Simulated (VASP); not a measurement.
# ScC3 (P6_3/mmc) in VASP: notebook, part 3 of 3

VASP 6.6.1. The steps go on from the part before.

## (6) Single point, PBE

This run uses another cell than the first one, of 11.78 Å³/atom.

Contents of INCAR:

```
PREC = Accurate ; ENCUT = 520
EDIFF = 1E-6 ; ISMEAR = 0
SIGMA = 0.1 ; LREAL = False
LASPH = True ; NELM = 80
ALGO = Normal ; ISIF = 2
LWAVE = False ; LCHARG = False
GGA = PE ; NBANDS = 33
```

Contents of KPOINTS:

```
regular mesh
0
Gamma
  12 12 8
```

Contents of POSCAR:

```
ScC3
1.0
    4.5205107134      0.0000000000      0.0000000000
   -2.2602553567      3.9148771159      0.0000000000
    0.0000000000      0.0000000000      5.3244746248
Sc C
2 6
Direct
    0.3333333333      0.6666666667      0.2500000000
    0.6666666667      0.3333333333      0.7500000000
    0.8946748121      0.7893496241      0.2500000000
    0.1053251879      0.8946748121      0.7500000000
    0.2106503759      0.1053251879      0.2500000000
    0.1053251879      0.2106503759      0.7500000000
    0.8946748121      0.1053251879      0.2500000000
    0.7893496241      0.8946748121      0.7500000000
```

Potentials or basis: VASP PAW PBE potentials, release 64 (Sc_sv, C).

Run with:

```sh
$ cat potpaw_PBE.64/Sc_sv/POTCAR potpaw_PBE.64/C/POTCAR > POTCAR
$ mpirun -np 1 vasp_std > vasp.out
```

OUTCAR:

```text
PREC = Accurate
   ENCUT = 520
   EDIFF = 1E-6
   ISMEAR = 0
   LREAL = False
   LASPH = True
   NELM = 80
   ISIF = 2
   GGA = PE

 ion  position               nearest neighbor table
   1  0.333  0.667  0.250-   3 2.31   5 2.31   7 2.31   7 2.31   3 2.31   5 2.31
   2  0.667  0.333  0.750-   6 2.31   8 2.31   4 2.31   4 2.31   6 2.31   8 2.31
   3  0.895  0.789  0.250-   5 1.43   7 1.43   1 2.31   1 2.31
   4  0.105  0.895  0.750-   8 1.43   6 1.43   2 2.31   2 2.31
   5  0.211  0.105  0.250-   7 1.43   3 1.43   1 2.31   1 2.31
   6  0.105  0.211  0.750-   4 1.43   8 1.43   2 2.31   2 2.31
   7  0.895  0.105  0.250-   5 1.43   3 1.43   1 2.31   1 2.31
   8  0.789  0.895  0.750-   4 1.43   6 1.43   2 2.31   2 2.31

  LATTYP: Found a hexagonal cell.
 ALAT       =     4.5205107134
 C/A-ratio  =     1.1778480270

  Lattice vectors:

 A1 = (   4.5205107134,   0.0000000000,   0.0000000000)
 A2 = (  -2.2602553567,   3.9148771159,   0.0000000000)
 A3 = (   0.0000000000,   0.0000000000,   5.3244746248)

Analysis of symmetry for initial positions (statically):
=====================================================================
 Subroutine PRICEL returns:
 Original cell was already a primitive cell.

 Routine SETGRP: Setting up the symmetry group for a
 hexagonal supercell.

 Subroutine GETGRP returns: Found 24 space group operations
 (whereof 12 operations were pure point group operations)
 out of a pool of 24 trial point group operations.

The static configuration has the point symmetry D_3d.
 The point group associated with its full space group is D_6h.

Analysis of symmetry for dynamics (positions and initial velocities):
=====================================================================
[... 144 lines left out ...]
  volume/ion in A,a.u.               =      11.78        79.49
  Fermi-wavevector in a.u.,A,eV,Ry     =   1.289041  2.435934 22.607794  1.661626
  Thomas-Fermi vector in A             =   2.420958
   LORBIT       =      0    0 simple, 1 ext, 2 COOP (PROOUT), +10 PAW based schemes
   GGA     = PE    functional components
   LHFCALC =     F    Hartree Fock is set to
   AEXX    =    0.0000 exact exchange contribution
   IVDW    =     0    specifies the selected vdW correction
   LEPSILON=     F    determine dielectric tensor
   LRPA    =     F    only Hartree local field effects (RPA)
 non-spin polarized calculation
 Gauss-broadening in eV      SIGMA  =   0.10
  energy-cutoff  :      520.00
  volume of cell :       94.23
 maximum number of plane-waves:      2574
 NGX is ok and might be reduce to    36
   NGX = 17   NGY = 17   NGZ = 19

 number of electron      46.0000003 magnetization

 Free energy of the ion-electron system (eV)
  ---------------------------------------------------
  ext. energy  EPLUGINS =         0.00000000
  ---------------------------------------------------
  free energy    TOTEN  =       -61.20772156 eV

  energy without entropy =      -61.19365200  energy(sigma->0) =      -61.20068678

 E-fermi :   4.1157     XC(G=0): -10.6377

 val. band max:        4.1057744510   @ k =   0.3333   0.1667   0.3750
 cond. band min:       4.1287253160   @ k =   0.0833   0.0833   0.0000
 fundamental gap:      0.0229508650
 Fermi energy:         4.1157080098

 k-point     1 :       0.0000    0.0000    0.0000
  band No.  band energies     occupation
      1     -45.1823      2.00000
      2     -45.1719      2.00000
      3     -24.0074      2.00000
      4     -23.9350      2.00000
      5     -23.7613      2.00000
      6     -23.7613      2.00000
[... 853 lines left out ...]
     32       8.2669      0.00000
     33       9.0371      0.00000

 [... further k-points ...]

------------------------ aborting loop because EDIFF is reached ----------------------------------------

  FORCE on cell =-STRESS in cart. coord.  units (eV):
  Direction    XX          YY          ZZ          XY          YZ          ZX
  --------------------------------------------------------------------------------------
  -------------------------------------------------------------------------------------
  Total        0.6874067      0.6874067     -0.0436368     -0.0000000      0.0000000      0.0000000
  in kB       11.6880471     11.6880471     -0.7419605     -0.0000000      0.0000000      0.0000000
  external PRESSURE =       7.5447112 kB  Pullay stress =       0.0000000 kB

 VOLUME and BASIS-vectors are now :
 -----------------------------------------------------------------------------
  energy-cutoff  :      520.00
  volume of cell :       94.23
      direct lattice vectors                 reciprocal lattice vectors
     4.520510713  0.000000000  0.000000000     0.221213943  0.127717930  0.000000000
    -2.260255357  3.914877116  0.000000000     0.000000000  0.255435859  0.000000000
     0.000000000  0.000000000  5.324474625     0.000000000  0.000000000  0.187811957

 POSITION                                       TOTAL-FORCE (eV/Angst)
 -----------------------------------------------------------------------------------
     -0.00000      2.60992      1.33112         0.000000      0.000000      0.000000
      2.26026      1.30496      3.99336         0.000000      0.000000      0.000000
      2.26026      3.09021      1.33112         0.000000     -0.157053     -0.000000
     -1.54607      3.50254      3.99336         0.136012     -0.078526     -0.000000
      0.71419      0.41234      1.33112         0.136012      0.078526     -0.000000
     -0.00000      0.82467      3.99336         0.000000      0.157053      0.000000
      3.80633      0.41234      1.33112        -0.136012      0.078526      0.000000
      1.54607      3.50254      3.99336        -0.136012     -0.078526     -0.000000
 -----------------------------------------------------------------------------------
    total drift:                               -0.000000      0.000000     -0.000000

  FREE ENERGIE OF THE ION-ELECTRON SYSTEM (eV)
  ---------------------------------------------------
  free  energy   TOTEN  =       -61.2077215583 eV

  energy  without entropy=      -61.1936520004  energy(sigma->0) =      -61.20068678
```

OSZICAR:

```text
N       E                     dE             d eps       ncg     rms          rms(c)
DAV:   1     0.610947884433E+03    0.61095E+03   -0.21093E+04  6294   0.142E+03
DAV:   2     0.145959424498E+02   -0.59635E+03   -0.57778E+03  6438   0.491E+02
DAV:   3    -0.683777481923E+02   -0.82974E+02   -0.79273E+02 10709   0.169E+02
DAV:   4    -0.727462134826E+02   -0.43685E+01   -0.43129E+01 10223   0.412E+01
DAV:   5    -0.728217262484E+02   -0.75513E-01   -0.75231E-01 10028   0.656E+00    0.178E+01
DAV:   6    -0.614604144865E+02    0.11361E+02   -0.31363E+01 10224   0.421E+01    0.672E+00
DAV:   7    -0.612993591676E+02    0.16106E+00   -0.29706E+00  9704   0.894E+00    0.394E+00
DAV:   8    -0.612990214083E+02    0.33776E-03   -0.10143E+00 10917   0.887E+00    0.181E+00
DAV:   9    -0.612296002509E+02    0.69421E-01   -0.78352E-01 10081   0.741E+00    0.899E-01
DAV:  10    -0.612080185800E+02    0.21582E-01   -0.13191E-01 10078   0.322E+00    0.239E-01
DAV:  11    -0.612081021833E+02   -0.83603E-04   -0.34511E-03  9596   0.427E-01    0.118E-01
DAV:  12    -0.612077111714E+02    0.39101E-03   -0.19277E-03  9891   0.339E-01    0.249E-02
DAV:  13    -0.612077229468E+02   -0.11775E-04   -0.81248E-05  8340   0.636E-02    0.819E-03
DAV:  14    -0.612077213807E+02    0.15661E-05   -0.13530E-05  9428   0.247E-02    0.177E-03
DAV:  15    -0.612077215583E+02   -0.17762E-06   -0.41614E-07  5577   0.860E-03
   1 F= -.61207722E+02 E0= -.61200687E+02  d E =-.140696E-01
```

stdout:

```text
POSCAR found type information on POSCAR ScC
 POSCAR found :  2 types and       8 ions
 scaLAPACK will be used
 LDA part: xc-table for (Slater+PW92), standard interpolation
 POSCAR, INCAR and KPOINTS ok, starting setup
 FFT: planning ... GRIDC
 FFT: planning ... GRID_SOFT
 FFT: planning ... GRID
 WAVECAR not read
 entering main loop
```

It took 2.6 min on 1 thread of Intel Xeon 6975P-C (Granite Rapids), shared host; peak memory 0.37 GiB.

Results:

- Free energy: -61.2077 eV
- Pressure: 0.8 GPa
- Largest force: 0.157 eV/Å
- Band gap on the k mesh: zero (bands 23 and 24 overlap by 3.08 eV)

Forces on the atoms (eV/Å):
```
Sc   0.000  0.000  0.000
Sc   0.000  0.000  0.000
C    0.000 -0.157  0.000
C    0.136 -0.079  0.000
C    0.136  0.079  0.000
C    0.000  0.157  0.000
C   -0.136  0.079  0.000
C   -0.136 -0.079  0.000
```

Levels at points of the mesh, in eV from the Fermi level:
| k point | band 19 | band 20 | band 21 | band 22 | band 23 | band 24 | band 25 | band 26 | band 27 | band 28 |
| --- | --- | --- | --- | --- | --- | --- | --- | --- | --- | --- |
| (0.00, 0.00, 0.00) | -2.20 | -1.77 | -1.02 | -1.02 | 0.43 | 0.43 | 1.53 | 1.53 | 2.22 | 3.91 |
| (0.50, 0.00, 0.00) | -2.04 | -1.85 | -1.47 | -1.11 | -0.84 | -0.74 | 2.22 | 2.89 | 3.03 | 3.04 |
| (0.00, 0.00, 0.50) | -1.80 | -1.80 | -1.80 | -1.80 | 2.30 | 2.30 | 2.30 | 2.30 | 2.52 | 2.52 |
| (0.50, 0.00, 0.50) | -2.27 | -2.27 | -1.46 | -1.46 | 0.43 | 0.43 | 1.51 | 1.51 | 3.18 | 3.18 |

## (7) The runs side by side

```tsv
task	cell	k mesh	cutoff (eV)	gap on the mesh (eV)	pressure (GPa)	largest force (eV/Å)
single point	a = 5.282, b = 5.282, c = 4.842 Å, angles 90.0, 90.0, 120.0°, 8 atoms, atomic positions A	12 × 12 × 8	520	none	0.5	0.12
single point	a = 4.522, b = 4.522, c = 5.322 Å, angles 90.0, 90.0, 120.0°, 8 atoms, atomic positions B	6 × 6 × 4	520	none	0.8	0.17
single point	a = 5.272, b = 5.272, c = 4.874 Å, angles 90.0, 90.0, 120.0°, 8 atoms, atomic positions A	6 × 6 × 4	520	none	0.5	0.12
relaxation of cell and atoms	relaxed from a = 4.968, b = 4.968, c = 3.988 Å, angles 90.0, 90.0, 120.0°, 8 atoms, atomic positions C	6 × 6 × 4	600	none	0.0	0.04
single point	a = 4.521, b = 4.521, c = 5.324 Å, angles 90.0, 90.0, 120.0°, 8 atoms, atomic positions B	12 × 12 × 8	520	none	0.8	0.16
```

Alike in all rows: level PBE; potentials or basis VASP PAW PBE potentials, release 64 (Sc_sv, C); no spin polarisation; smearing gaussian 0.1 eV.

Caveats: some runs use coarse meshes; a cell axis changed by over 15 % at a fixed basis, so the end point is rough (at least some runs).

Absolute energies hang on the potentials; compare differences alone.
